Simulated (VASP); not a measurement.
Here is a VASP 6.6.1 calculation.

INCAR

```
PREC = Accurate
ENCUT = 520
EDIFF = 1E-6
ISMEAR = -1
SIGMA = 0.1861
LREAL = False
LASPH = True
NELM = 120
ALGO = Normal
ISIF = 2
LWAVE = False
LCHARG = False
GGA = PE
ISYM = 0
NBANDS = 49
GGA_COMPAT = False
```

KPOINTS

```
regular mesh
0
Gamma
  1 1 1
```

File POSCAR:

```
Al2O3
1.0
    5.1448540000      0.0333890000     -0.0401980000
    0.0333890000      5.5015840000     -0.0056400000
   -0.0401980000     -0.0056400000      5.2914940000
Al O
6 9
Direct
    0.7468946608      1.0089615944      0.5375939602
    0.4876405759      0.8555348568      0.9485303002
   -0.0645603167      0.1635869396     -0.0504104446
    0.4156719818      0.3478032411      0.1004642153
    0.8727959750      0.5450311919      0.7412535342
    0.1984839241      0.8229658643      0.3547892494
    0.0908812315      0.4905853310      0.0444753684
    0.7003847106      0.1826050568      0.2502134477
    0.6323915190      0.3448435505      0.8206880310
    1.0507893442      0.1901450678      0.5925298315
    0.4118481742      0.8392962704      0.6101295974
    0.2568193147      1.0366974556      0.1165025599
    0.4881635179      0.6674507229      0.1851967741
    0.8013378941      0.8850988472      0.8389232111
   -0.1156658585      0.7254600956      0.4451572767
```

Potentials or basis: VASP PAW PBE potentials, release 64 (Al, O).

Launch:

```console
$ cat potpaw_PBE.64/Al/POTCAR potpaw_PBE.64/O/POTCAR > POTCAR
$ mpirun -np 1 vasp_gam > vasp.out
```

Task: Predict the pressure.

Result: 10.1 GPa.

Task: What does it give for the band gap on the k mesh?

Result: 3.23 eV.

Forces in eV/Å, atoms in the order of the input:
```
Al  -1.056  1.409 -2.974
Al  -1.487  1.071 -2.609
Al   1.099  0.944  2.159
Al   1.180  1.558  0.685
Al   2.272  1.479 -1.625
Al   0.792 -1.599  0.827
O   -1.253 -1.909 -2.820
O   -0.591 -0.899 -0.571
O   -1.201 -0.464 -0.397
O   -1.074  1.120  2.385
O    0.383  1.131  2.214
O   -2.009  2.059 -1.955
O   -0.887 -3.433  1.638
O    1.420 -1.062  3.496
O    2.414 -1.405 -0.453
```

Caveat: the k points lie up to 1.22 Å⁻¹ apart.
